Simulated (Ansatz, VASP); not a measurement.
# Sn in VASP and in Ansatz

```
Sn
1.0
    -1.95149    1.95149    1.78589
     1.95149   -1.95149    1.78589
     1.95149    1.95149   -1.78589
Sn
1
Direct
  0.00000 0.00000 0.00000
```

Alike in both runs: task single point; functional r2SCAN; k mesh 13 × 13 × 13; no spin polarisation.

|  | VASP | Ansatz |
| --- | --- | --- |
| version | VASP 6.6.1 | Ansatz 0.2.0 |
| potentials or method | VASP PAW PBE potentials, release 64 (Sn_d), cutoff 520 eV | plane waves, PAW |
| occupations | fermi-dirac, width 0.1 eV | fermi-dirac |
| valence electrons in the cell | 14 | 14 |

Ansatz gave:

* pressure (GPa): -0.4
* traceless stress, the component that is largest in VASP (GPa): -1.04

Problem. What did VASP give for the same quantities?

Solution. Pressure (GPa): -0.4; traceless stress, the component that is largest in VASP (GPa): -1.03.

VASP's potentials were made for PBE, not for r2SCAN.
